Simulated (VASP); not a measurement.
**SnO: single point with PBE+D3(BJ)**

System: SnO, a slab with vacuum.

```xyz
8
Lattice="3.8202 0.0000 0.0000 0.0000 3.8202 0.0000 0.0000 0.0000 22.2261" Properties=species:S:1:pos:R:3 pbc="T T T"
Sn    2.8651    0.9550    4.5000
Sn    0.9550    2.8651    6.8630
Sn    2.3876    4.2977   11.2130
Sn    4.2977    2.3876   13.5761
O     0.9550    0.9550    5.6815
O     2.8651    2.8651    5.6815
O     4.2977    4.2977   12.3946
O     2.3876    2.3876   12.3946
```

This cell differs from its parent crystal: layers slid over each other.

```json
{
  "Program": "VASP 6.6.1",
  "Task": "single point",
  "Functional": "PBE",
  "Dispersion": "D3(BJ)",
  "Potentials or basis": "VASP PAW PBE potentials, release 64 (Sn_d, O)",
  "Cutoff": "520 eV",
  "k mesh": "7 × 7 × 1",
  "Occupations": "gaussian, width 0.05 eV",
  "Spin": "no spin polarisation",
  "Dipole correction": "yes",
  "Further INCAR settings": "ALGO = Normal; EDIFF = 1e-06; NBANDS = 50; NELMDL = -8"
}
```

The largest force is 0.171 eV/Å, the band gap on the k mesh is 2.59 eV (least direct gap 2.61 eV) and the dispersion energy per atom is -0.153 eV.

Forces in eV/Å, atoms in the order of the input:
```
Sn  -0.001 -0.001 -0.082
Sn  -0.005 -0.005  0.171
Sn   0.005  0.005 -0.171
Sn   0.001  0.001  0.082
O    0.003 -0.008  0.009
O   -0.008  0.003  0.009
O    0.008 -0.003 -0.009
O   -0.003  0.008 -0.009
```

Levels at points of the mesh, in eV from the valence-band top:
| k point | band 38 | band 39 | band 40 | band 41 | band 42 | band 43 |
| --- | --- | --- | --- | --- | --- | --- |
| (0.00, 0.00, 0.00) | -1.89 | -0.49 | -0.02 | 2.59 | 2.92 | 2.93 |

Wall time 11 min on 1 thread of Oxide Virtual Turin-like Processor, on a shared host, peak memory 0.41 GiB.

Caveat: the cell differs from its parent crystal (layers slid over each other); spin-orbit coupling is left out, which moves the levels of the heavy elements.
